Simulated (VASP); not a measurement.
Input of a VASP 6.6.1 run:

INCAR

```
SYSTEM = BN
  PREC = Accurate
  ENCUT = 520
  EDIFF = 1E-7
  ISMEAR = 0
  SIGMA = 0.05
  LREAL = .FALSE.
  LASPH = .TRUE.
  NELM = 80
  ALGO = Normal
  ISIF = 2
  LWAVE = .FALSE.
  LCHARG = .TRUE.
  GGA = PE
  LELF = .TRUE.
  LVHAR = .TRUE.
  NBANDS = 16
```

File KPOINTS:

```
regular mesh
0
G
  12 12 6
  0 0 0
```

POSCAR

```
BN
1.0
    2.6050183937      0.0000000000      0.0000000000
   -1.3025091969      2.2560121063      0.0000000000
    0.0000000000      0.0000000000      4.2268550000
B N
2 2
Direct
    0.6666666667      0.3333333333      0.9997240000
    0.3333333333      0.6666666667      0.4997240000
    0.6666666667      0.3333333333      0.6252760000
    0.3333333333      0.6666666667      0.1252760000
```

Potentials or basis: VASP PAW PBE potentials, release 64 (B, N).

Command:

```bash
$ cat potpaw_PBE.64/B/POTCAR potpaw_PBE.64/N/POTCAR > POTCAR
$ mpirun -np 1 vasp_std > vasp.out
```

Q: What does it give for the band gap on the k mesh?

A: 5.31 eV, indirect (least direct gap 7.91 eV).

Q: Predict the pressure.

A: -13.4 GPa.

Q: What does it give for the largest force?

A: 0.034 eV/Å.

Forces on the atoms (eV/Å):
```
B    0.000  0.000  0.034
B    0.000  0.000  0.034
N    0.000  0.000 -0.034
N    0.000  0.000 -0.034
```

Caveat: the cell differs from its parent crystal (strain +0.0200 x Voigt [1, 1, 0, 0, 0, 0]). A k mesh can miss the band edges.
